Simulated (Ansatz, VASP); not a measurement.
ZnAu: VASP beside Ansatz

```
CELL_PARAMETERS angstrom
3.24446 0.00000 0.00000
0.00000 3.19726 0.00000
0.00000 0.00000 3.24446
ATOMIC_POSITIONS crystal
Zn 0.50000 0.46822 0.50000
Au 0.00000 0.03178 0.00000
```

Alike in both runs: task single point; functional PBE; k mesh 12 × 12 × 12; occupations gaussian, width 0.1 eV; no spin polarisation.

|  | VASP | Ansatz |
| --- | --- | --- |
| version | VASP 6.6.1 | Ansatz 0.2.0 |
| potentials or method | VASP PAW PBE potentials, release 64 (Zn, Au), cutoff 520 eV | scalar-relativistic, plane waves, PAW |
| valence electrons in the cell | 23 | 31 |

|  | VASP | Ansatz | Ansatz less VASP |
| --- | --- | --- | --- |
| gap on the k mesh at the Fermi level (eV) | none | none | - |
| pressure (GPa) | -2.5 | -2.6 | -0.09 |
| traceless stress, the component that is largest in VASP (GPa) | -0.37 | -0.36 | +0.015 |
| rms of the force components (eV/Å) | 0.263 | 0.258 | -0.0049 |

Atom by atom the forces differ by 0.005 eV/Å (rms over components). A gap of «none» marks a metal or a gap that the smearing closes. With one functional, cell and mesh, what is left measures potentials, basis and numerics. VASP's potentials hold 23 valence electrons a cell and Ansatz's 31, so a difference there can come from the potentials and not from the codes.

Neither program's run includes spin-orbit coupling.
